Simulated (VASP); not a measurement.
# Sn2Pb (I4/mmm) in VASP: notebook, part 2 of 2

VASP 6.6.1.

## 3. Single point, PBE

This run uses another cell than the first one, of 29.43 Å³/atom.

INCAR reads:

```
ALGO = Normal
EDIFF = 1E-6
ENCUT = 520
GGA = PE
ISIF = 2
ISMEAR = 0
LASPH = T
LCHARG = F
LREAL = F
LWAVE = F
NBANDS = 28
NELM = 80
PREC = Accurate
SIGMA = 0.1
```

KPOINTS reads:

```
k-points
0
Gamma
  6 6 6
```

POSCAR reads:

```
Sn2Pb
1.0
   -2.0728023658      2.0728023658      5.1369106242
    2.0728023658     -2.0728023658      5.1369106242
    2.0728023658      2.0728023658     -5.1369106242
Sn Pb
2 1
Direct
    0.6708852360      0.6708852360      0.0000000000
    0.3291147640      0.3291147640      0.0000000000
    0.0000000000      0.0000000000      0.0000000000
```

Potentials or basis: VASP PAW PBE potentials, release 64 (Sn_d, Pb_d).

Run with:

```
cat potpaw_PBE.64/Sn_d/POTCAR potpaw_PBE.64/Pb_d/POTCAR > POTCAR
mpirun -np 1 vasp_std > vasp.out
```

OUTCAR:

```text
EDIFF = 1E-6
   ENCUT = 520
   GGA = PE
   ISIF = 2
   ISMEAR = 0
   LASPH = T
   LREAL = F
   NELM = 80
   PREC = Accurate

 ion  position               nearest neighbor table
   1  0.671  0.671  0.000-   2 3.35   2 3.35   2 3.35   2 3.35   3 3.38   3 3.42   3 3.42   3 3.42
                             3 3.42   2 3.51
   2  0.329  0.329  0.000-   1 3.35   1 3.35   1 3.35   1 3.35   3 3.38   3 3.42   3 3.42   3 3.42
                             3 3.42   1 3.51
   3  0.000  0.000  0.000-   1 3.38   2 3.38   1 3.42   1 3.42   1 3.42   2 3.42   2 3.42   2 3.42
                             1 3.42   2 3.42

  LATTYP: Found a body centered tetragonal cell.
 ALAT       =     4.1456047316
 C/A-ratio  =     2.4782442885

  Lattice vectors:

 A1 = (  -2.0728023658,   2.0728023658,   5.1369106242)
 A2 = (   2.0728023658,  -2.0728023658,   5.1369106242)
 A3 = (   2.0728023658,   2.0728023658,  -5.1369106242)

Analysis of symmetry for initial positions (statically):
=====================================================================
 Subroutine PRICEL returns:
 Original cell was already a primitive cell.

 Routine SETGRP: Setting up the symmetry group for a
 body centered tetragonal supercell.

 Subroutine GETGRP returns: Found 16 space group operations
 (whereof 16 operations were pure point group operations)
 out of a pool of 16 trial point group operations.

The static configuration has the point symmetry D_4h.

Analysis of symmetry for dynamics (positions and initial velocities):
=====================================================================
 Subroutine PRICEL returns:
 Original cell was already a primitive cell.

 Routine SETGRP: Setting up the symmetry group for a
 body centered tetragonal supercell.

 Subroutine GETGRP returns: Found 16 space group operations
 (whereof 16 operations were pure point group operations)
 out of a pool of 16 trial point group operations.

The dynamic configuration has the point symmetry D_4h.

 Subroutine INISYM returns: Found 16 space group operations
 (whereof 16 operations are pure point group operations),
 and found     1 'primitive' translations

----------------------------------------------------------------------------------------

                                     Primitive cell

  volume of cell :      88.2831

  direct lattice vectors                    reciprocal lattice vectors
    -2.072802366  2.072802366  5.136910624     0.000000000  0.241219331  0.097334767
     2.072802366 -2.072802366  5.136910624     0.241219331  0.000000000  0.097334767
     2.072802366  2.072802366 -5.136910624     0.241219331  0.241219331  0.000000000

  length of vectors
     5.914462787  5.914462787  5.914462787     0.260116940  0.260116940  0.341135649

  position of ions in fractional coordinates (direct lattice)
     0.670885236  0.670885236  0.000000000
     0.329114764  0.329114764  0.000000000
     0.000000000  0.000000000  0.000000000

  ion indices of the primitive-cell ions
   primitive index   ion index
                 1           1
                 2           2
                 3           3

----------------------------------------------------------------------------------------

 KPOINTS: k-points

Automatic generation of k-mesh.
 Grid dimensions read from file:
 generate k-points for:    6    6    6

 Generating k-lattice:

  Cartesian coordinates                     Fractional coordinates (reciprocal lattice)
     0.000000000  0.040203222  0.016222461     0.166666667  0.000000000  0.000000000
     0.040203222  0.000000000  0.016222461     0.000000000  0.166666667  0.000000000
     0.040203222  0.040203222  0.000000000     0.000000000  0.000000000  0.166666667

  Length of vectors
     0.043352823  0.043352823  0.056855942

  Shift w.r.t. Gamma in fractional coordinates (k-lattice)
     0.000000000  0.000000000  0.000000000

 Subroutine IBZKPT returns following result:
 ===========================================

 Found     30 irreducible k-points:

 Following reciprocal coordinates:
            Coordinates               Weight
  0.000000  0.000000  0.000000      1.000000
  0.166667  0.000000  0.000000      8.000000
  0.333333 -0.000000  0.000000      8.000000
  0.500000  0.000000  0.000000      4.000000
  0.166667  0.166667  0.000000      8.000000
  0.333333  0.166667  0.000000     16.000000
[... 16 lines left out ...]
 -0.333333 -0.333333  0.166667      8.000000
 -0.166667 -0.333333  0.166667      8.000000
 [... further k-points ...]
   k-points           NKPTS =     30   k-points in BZ     NKDIM =     30   number of bands    NBANDS=     28
   number of dos      NEDOS =    301   number of ions     NIONS =      3
   total plane-waves  NPLWV = 110592
   dimension x,y,z NGX =    48 NGY =   48 NGZ =   48
   dimension x,y,z NGXF=    96 NGYF=   96 NGZF=   96
   ions per type =               2   1
   NGX,Y,Z   is equivalent  to a cutoff of  13.49, 13.49, 13.49 a.u.
   NGXF,Y,Z  is equivalent  to a cutoff of  26.98, 26.98, 26.98 a.u.
 SYSTEM =  unknown system
   PREC   = accura    normal or accurate (medium, high low for compatibility)
   ISTART =      0    job   : 0-new  1-cont  2-samecut
   ICHARG =      2    charge: 1-file 2-atom 10-const
   ISPIN  =      1    spin polarized calculation?
   LNONCOLLINEAR =      F non collinear calculations
   LSORBIT =      F    spin-orbit coupling
   LASPH  =      T    aspherical Exc in radial PAW
   ENCUT  =  520.0 eV  38.22 Ry    6.18 a.u.  11.00 11.00 11.00*2*pi/ulx,y,z
   NELM   =     80;   NELMIN=  2; NELMDL= -5     # of ELM steps
   EDIFF  = 0.1E-05   stopping-criterion for ELM
   LREAL  =      F    real-space projection
   EDIFFG = 0.1E-04   stopping-criterion for IOM
   NSW    =      0    number of steps for IOM
   IBRION =     -1    ionic relax: 0-MD 1-quasi-New 2-CG
   NFREE  =      0    steps in history (QN), initial steepest desc. (CG)
   ISIF   =      2    stress and relaxation
   ISYM   =      2    0-nonsym 1-usesym 2-fastsym
   POTIM  = 0.5000    time-step for ionic-motion
   TEBEG  =    0.0;   TEEND  =   0.0 temperature during run
   PSTRESS=    0.0 pullay stress
   NELECT =      42.0000    total number of electrons
   NUPDOWN=      -1.0000    fix difference up-down
   EMIN   =  10.00;   EMAX   =-10.00  energy-range for DOS
   EFERMI =   0.00;   METHOD = LEGACY
   ISMEAR =     0;   SIGMA  =   0.10  broadening in eV -4-tet -1-fermi 0-gaus
   EFERMI_NEDOS =   21; number of points for ismear=-14 and -15
   IALGO  =     38    algorithm
   IMIX   =      4    mixing-type and parameters
     AMIX     =   0.40;   BMIX     =  1.00
     AMIX_MAG =   1.60;   BMIX_MAG =  1.00
  volume/ion in A,a.u.               =      29.43       198.59
  Fermi-wavevector in a.u.,A,eV,Ry     =   1.278003  2.415076 22.222295  1.633293
  Thomas-Fermi vector in A             =   2.410571
   LORBIT       =      0    0 simple, 1 ext, 2 COOP (PROOUT), +10 PAW based schemes
   GGA     = PE    functional components
   LHFCALC =     F    Hartree Fock is set to
   AEXX    =    0.0000 exact exchange contribution
   IVDW    =     0    specifies the selected vdW correction
   LEPSILON=     F    determine dielectric tensor
   LRPA    =     F    only Hartree local field effects (RPA)
 non-spin polarized calculation
 Gauss-broadening in eV      SIGMA  =   0.10
  energy-cutoff  :      520.00
  volume of cell :       88.28
 maximum number of plane-waves:      2391
 NGX is ok and might be reduce to    48
   NGX = 21   NGY = 21   NGZ = 21

 number of electron      41.9999998 magnetization

 Free energy of the ion-electron system (eV)
  ---------------------------------------------------
  ext. energy  EPLUGINS =         0.00000000
  ---------------------------------------------------
  free energy    TOTEN  =       -11.06022873 eV

  energy without entropy =      -11.05156459  energy(sigma->0) =      -11.05589666

 E-fermi :   7.4557     XC(G=0): -10.1000

 val. band max:        7.4094153354   @ k =   0.0000   0.0000   0.0000
 cond. band min:       7.4910919796   @ k =   0.5000   0.3333   0.0000
 fundamental gap:      0.0816766442
 Fermi energy:         7.4557007417

 k-point     1 :       0.0000    0.0000    0.0000
  band No.  band energies     occupation
      1     -14.2103      2.00000
      2     -14.1934      2.00000
      3     -14.1800      2.00000
      4     -14.1800      2.00000
      5     -14.1701      2.00000
      6     -14.1671      2.00000
[... 733 lines left out ...]
     27      12.4408      0.00000
     28      13.3989      0.00000

 [... further k-points ...]

------------------------ aborting loop because EDIFF is reached ----------------------------------------

  FORCE on cell =-STRESS in cart. coord.  units (eV):
  Direction    XX          YY          ZZ          XY          YZ          ZX
  --------------------------------------------------------------------------------------
  -------------------------------------------------------------------------------------
  Total       -0.1972063     -0.1972063     -0.1366122      0.0000000      0.0000000      0.0000000
  in kB       -3.5789332     -3.5789332     -2.4792606      0.0000000      0.0000000      0.0000000
  external PRESSURE =      -3.2123756 kB  Pullay stress =       0.0000000 kB

 VOLUME and BASIS-vectors are now :
 -----------------------------------------------------------------------------
  energy-cutoff  :      520.00
  volume of cell :       88.28
      direct lattice vectors                 reciprocal lattice vectors
    -2.072802366  2.072802366  5.136910624     0.000000000  0.241219331  0.097334767
     2.072802366 -2.072802366  5.136910624     0.241219331  0.000000000  0.097334767
     2.072802366  2.072802366 -5.136910624     0.241219331  0.241219331  0.000000000

 POSITION                                       TOTAL-FORCE (eV/Angst)
 -----------------------------------------------------------------------------------
      0.00000      0.00000      6.89255        -0.000000     -0.000000      0.029245
      0.00000      0.00000      3.38127         0.000000      0.000000     -0.029245
      0.00000      0.00000      0.00000        -0.000000     -0.000000     -0.000000
 -----------------------------------------------------------------------------------
    total drift:                                0.000000      0.000000     -0.000000

  FREE ENERGIE OF THE ION-ELECTRON SYSTEM (eV)
  ---------------------------------------------------
  free  energy   TOTEN  =       -11.0602287317 eV

  energy  without entropy=      -11.0515645930  energy(sigma->0) =      -11.05589666
```

OSZICAR:

```text
N       E                     dE             d eps       ncg     rms          rms(c)
DAV:   1     0.420215188151E+03    0.42022E+03   -0.21322E+04  1692   0.218E+03
DAV:   2     0.380214475893E+02   -0.38219E+03   -0.37581E+03  1680   0.528E+02
DAV:   3    -0.905956333387E+01   -0.47081E+02   -0.46549E+02  1912   0.185E+02
DAV:   4    -0.110155557975E+02   -0.19560E+01   -0.19500E+01  1952   0.416E+01
DAV:   5    -0.110962356332E+02   -0.80680E-01   -0.80673E-01  2476   0.829E+00    0.180E+00
DAV:   6    -0.110671404957E+02    0.29095E-01   -0.61648E-02  2112   0.286E+00    0.971E-01
DAV:   7    -0.110604067624E+02    0.67337E-02   -0.29650E-02  2080   0.176E+00    0.212E-01
DAV:   8    -0.110602076935E+02    0.19907E-03   -0.29345E-03  2048   0.581E-01    0.236E-02
DAV:   9    -0.110602235265E+02   -0.15833E-04   -0.14850E-04  2208   0.102E-01    0.150E-02
DAV:  10    -0.110602289916E+02   -0.54651E-05   -0.22067E-05  1956   0.379E-02    0.361E-03
DAV:  11    -0.110602287317E+02    0.25989E-06   -0.14957E-06  1224   0.126E-02
   1 F= -.11060229E+02 E0= -.11055897E+02  d E =-.866414E-02
```

stdout:

```text
POSCAR found type information on POSCAR SnPb
 POSCAR found :  2 types and       3 ions
 scaLAPACK will be used
 LDA part: xc-table for (Slater+PW92), standard interpolation
 POSCAR, INCAR and KPOINTS ok, starting setup
 FFT: planning ... GRIDC
 FFT: planning ... GRID_SOFT
 FFT: planning ... GRID
 WAVECAR not read
 entering main loop
```

It took 92 s on 1 thread of Intel Xeon Platinum 8559C (Emerald Rapids), shared host; peak memory 0.34 GiB.

What came out:

| Property | Result |
| --- | --- |
| Free energy | -11.0602 eV |
| Pressure | -0.3 GPa |
| Largest force | 0.029 eV/Å |
| Band gap on the k mesh | zero (bands 21 and 22 overlap by 4.08 eV) |

Forces in eV/Å, atoms in the order of the input:
```
Sn   0.000  0.000  0.029
Sn   0.000  0.000 -0.029
Pb   0.000  0.000  0.000
```

Stress tensor (GPa, compression positive):
```
-0.36  0.00  0.00
 0.00 -0.36  0.00
 0.00  0.00 -0.25
```

Caveat: spin-orbit coupling is left out, which moves the levels of the heavy elements.

## 4. Relaxation of cell and atoms, PBE

INCAR reads:

```
SYSTEM = Sn2Pb
  PREC = Accurate
  ENCUT = 600
  EDIFF = 1E-6
  ISMEAR = 0
  SIGMA = 0.1
  LREAL = .False.
  LASPH = .True.
  NELM = 60
  ALGO = Fast
  ISIF = 3
  LWAVE = .False.
  LCHARG = .False.
  GGA = PE
  IBRION = 2
  NSW = 90
  EDIFFG = -0.04
```

KPOINTS reads:

```
Automatic mesh
0
Gamma
  6 6 6
  0 0 0
```

POSCAR reads:

```
Sn2Pb
1.0
   -2.0073522063      2.0073522063      4.9242858810
    2.0073522063     -2.0073522063      4.9242858810
    2.0073522063      2.0073522063     -4.9242858810
Sn Pb
2 1
Direct
    0.6650000000      0.6650000000      0.0000000000
    0.3350000000      0.3350000000      0.0000000000
    0.0000000000      0.0000000000      0.0000000000
```

Potentials or basis: VASP PAW PBE potentials, release 64 (Sn_d, Pb_d).

Run with:

```
cat potpaw_PBE.64/Sn_d/POTCAR potpaw_PBE.64/Pb_d/POTCAR > POTCAR
mpirun -np 1 vasp_std > vasp.out
```

OUTCAR:

```text
SYSTEM = Sn2Pb
   PREC = Accurate
   ENCUT = 600
   EDIFF = 1E-6
   ISMEAR = 0
   LREAL = .False.
   LASPH = .True.
   NELM = 60
   ISIF = 3
   GGA = PE
   IBRION = 2
   NSW = 90
   EDIFFG = -0.04

 ion  position               nearest neighbor table
   1  0.665  0.665  0.000-   2 3.25   3 3.27   3 3.27   3 3.27   3 3.27   2 3.30   2 3.30   2 3.30
                             2 3.30   3 3.30
   2  0.335  0.335  0.000-   1 3.25   3 3.27   3 3.27   3 3.27   3 3.27   1 3.30   1 3.30   1 3.30
                             1 3.30   3 3.30
   3  0.000  0.000  0.000-   1 3.27   1 3.27   1 3.27   2 3.27   1 3.27   2 3.27   2 3.27   2 3.27
                             1 3.30   2 3.30

  LATTYP: Found a body centered tetragonal cell.
 ALAT       =     4.0147044126
 C/A-ratio  =     2.4531250000

  Lattice vectors:

 A1 = (  -2.0073522063,   2.0073522063,   4.9242858810)
 A2 = (   2.0073522063,  -2.0073522063,   4.9242858810)
 A3 = (   2.0073522063,   2.0073522063,  -4.9242858810)

Analysis of symmetry for initial positions (statically):
[... 223 lines left out ...]

 k-point     1 :       0.0000    0.0000    0.0000
  band No.  band energies     occupation
      1     -14.5800      2.00000
      2     -14.5679      2.00000
      3     -14.5589      2.00000
      4     -14.5583      2.00000
      5     -14.5583      2.00000
      6     -14.5425      2.00000
[... 921 lines left out ...]
--------------------------------------- Ionic step        9  -------------------------------------------

 number of electron      41.9999999 magnetization

 Free energy of the ion-electron system (eV)
  ---------------------------------------------------
  ext. energy  EPLUGINS =         0.00000000
  ---------------------------------------------------
  free energy    TOTEN  =       -11.05905520 eV

  energy without entropy =      -11.05091699  energy(sigma->0) =      -11.05498609

 E-fermi :   7.4933     XC(G=0): -10.1165

 val. band max:        7.4273238404   @ k =   0.1667   0.1667   0.1667
 cond. band min:       7.5284223452   @ k =   0.5000   0.3333  -0.0000
 fundamental gap:      0.1010985048
 Fermi energy:         7.4932737607

 k-point     1 :       0.0000    0.0000    0.0000
  band No.  band energies     occupation
      1     -14.1719      2.00000
      2     -14.1541      2.00000
      3     -14.1401      2.00000
      4     -14.1401      2.00000
      5     -14.1283      2.00000
      6     -14.1278      2.00000
[... 693 lines left out ...]
  FREE ENERGIE OF THE ION-ELECTRON SYSTEM (eV)
  ---------------------------------------------------
  free  energy   TOTEN  =       -11.0590551999 eV

  energy  without entropy=      -11.0509169887  energy(sigma->0) =      -11.05498609

 reached required accuracy - stopping structural energy minimisation
```

OSZICAR:

```text
N       E                     dE             d eps       ncg     rms          rms(c)
DAV:   1     0.413613469050E+03    0.41361E+03   -0.23688E+04  1500   0.275E+03
DAV:   2     0.320003483350E+02   -0.38161E+03   -0.37803E+03  1500   0.566E+02
DAV:   3    -0.940292804552E+01   -0.41403E+02   -0.41036E+02  1787   0.197E+02
[... 104 lines left out ...]
RMM:   5    -0.110590496443E+02   -0.30321E-04   -0.36459E-04  2120   0.168E-01    0.417E-02
RMM:   6    -0.110590540630E+02   -0.44186E-05   -0.57988E-05  1883   0.857E-02    0.298E-02
RMM:   7    -0.110590571664E+02   -0.31034E-05   -0.26332E-05  1781   0.438E-02    0.113E-02
RMM:   8    -0.110590557320E+02    0.14344E-05   -0.71370E-06  1439   0.326E-02    0.614E-03
RMM:   9    -0.110590551999E+02    0.53205E-06   -0.28725E-06  1076   0.159E-02
   9 F= -.11059055E+02 E0= -.11054986E+02  d E =-.886418E-03
```

Run time: 14 min. Hardware: 1 thread of Intel Xeon Platinum 8559C (Emerald Rapids), shared host; peak memory 0.38 GiB.

Results:

```
Free energy                           : -11.0591 eV
Relaxed volume                        : 29.32 Å³/atom
Relaxed cell                          : a = 5.910 Å, b = 5.910 Å, c = 5.910 Å, α = 139.00°, β = 139.00°, γ = 59.37°
Space group after relaxing (to 0.1 Å) : I4/mmm (No. 139)
Energy gained by relaxing             : 54.5 meV/atom
Ionic steps                           : 9
Pressure after relaxing               : -0.1 GPa
Band gap on the k mesh                : zero (bands 21 and 22 overlap by 4.08 eV)
```

The path:
```csv
step,energy change (eV),largest force (eV/Å),pressure (GPa),volume (Å³)
1,0.0000,0.2969,6.04,79.37
2,-0.1342,0.1733,-1.58,91.38
3,-0.1518,0.2031,0.31,87.98
4,-0.1511,0.1949,-0.41,88.63
5,-0.1516,0.2033,-0.20,88.32
6,-0.1552,0.1627,-0.16,88.28
7,-0.1618,0.0560,-0.19,88.19
8,-0.1627,0.0015,-0.04,88.14
9,-0.1635,0.0003,-0.12,87.97
```

Final structure:
```
CELL_PARAMETERS angstrom
-2.06959 2.06959 5.13434
2.06959 -2.06959 5.13434
2.06959 2.06959 -5.13434
ATOMIC_POSITIONS crystal
Sn 0.67165 0.67165 0.00000
Sn 0.32835 0.32835 0.00000
Pb 0.00000 0.00000 0.00000
```

Levels at points of the mesh, in eV from the Fermi level:
| k point | band 17 | band 18 | band 19 | band 20 | band 21 | band 22 | band 23 | band 24 | band 25 |
| --- | --- | --- | --- | --- | --- | --- | --- | --- | --- |
| (0.00, 0.00, 0.00) | -6.13 | -5.09 | -1.25 | -1.11 | -0.07 | -0.07 | 0.29 | 0.29 | 4.06 |
| (0.50, 0.00, 0.00) | -8.19 | -6.38 | -4.05 | 0.28 | 0.77 | 1.31 | 1.35 | 2.84 | 2.86 |
| (0.50, 0.50, 0.00) | -6.47 | -6.16 | -4.53 | -2.98 | -2.74 | -0.51 | -0.47 | 1.55 | 1.90 |
| (0.50, 0.50, 0.50) | -9.45 | -4.30 | -1.56 | -1.56 | 2.08 | 2.59 | 3.01 | 3.18 | 4.40 |

Caveat: spin-orbit coupling is left out, which moves the levels of the heavy elements.

## 5. Overview

```tsv
task	cell	cutoff (eV)	gap on the mesh (eV)	pressure (GPa)	largest force (eV/Å)
single point	a = 5.684 Å, angles 138.6, 138.6, 59.9°, 3 atoms, atomic positions A	520	none	6.0	0.30
single point	a = 5.914 Å, angles 139.0, 139.0, 59.4°, 3 atoms, atomic positions B	520	none	-0.3	0.03
relaxation of cell and atoms	relaxed from a = 5.684 Å, angles 138.6, 138.6, 59.9°, 3 atoms, atomic positions A	600	none	-0.1	-
```

Alike in all rows: level PBE; potentials or basis VASP PAW PBE potentials, release 64 (Sn_d, Pb_d); no spin polarisation; k mesh 6 × 6 × 6; smearing gaussian 0.1 eV.

Caveats: spin-orbit coupling is left out, which moves the levels of the heavy elements; the cell stands under pressure (at least some runs).

Total energies depend on the potentials used, so only differences within one code and one set of settings carry meaning.
